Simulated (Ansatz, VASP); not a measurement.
## One calculation of Te2Mo, two programs

```xyz
6
Lattice="3.5182 0.0000 0.0000 -1.7591 3.0469 0.0000 0.0000 0.0000 13.9736" Properties=species:S:1:pos:R:3 pbc="T T T"
Te    0.0000    2.0312    8.6655
Te    1.7591    1.0156    1.6787
Te    0.0000    2.0312   12.2949
Te    1.7591    1.0156    5.3081
Mo    0.0000    2.0312    3.4934
Mo    1.7591    1.0156   10.4802
```

Alike in both runs: functional PBE; dispersion D3(BJ); k mesh 12 × 12 × 2; occupations gaussian, width 0.02 eV; no spin polarisation.

Ansatz relaxed the structure, and its values are those at the end. VASP's run is a single point on that final structure, the one shown.

```csv
,VASP,Ansatz
version,VASP 6.6.1,Ansatz 0.2.0
potentials or method,"VASP PAW PBE potentials, release 64 (Te, Mo_sv), cutoff 520 eV","scalar-relativistic, plane waves, PAW"
valence electrons in the cell,52,92
```

|  | VASP | Ansatz | Ansatz less VASP |
| --- | --- | --- | --- |
| gap on the k mesh at the Fermi level (eV) | 0.75 | 0.75 | +0.005 |
| least direct gap on the mesh (eV) | 1.05 | 1.05 | 0.000 |
| pressure (GPa) | -1.2 | -1.2 | -0.01 |
| rms of the force components (eV/Å) | 0.003 | 0.003 | -0.0003 |

VASP's potentials hold 52 valence electrons a cell and Ansatz's 92, so a difference there can come from the potentials and not from the codes. Ansatz's warnings: stress scf threshold loose.

Spin-orbit coupling is off throughout.
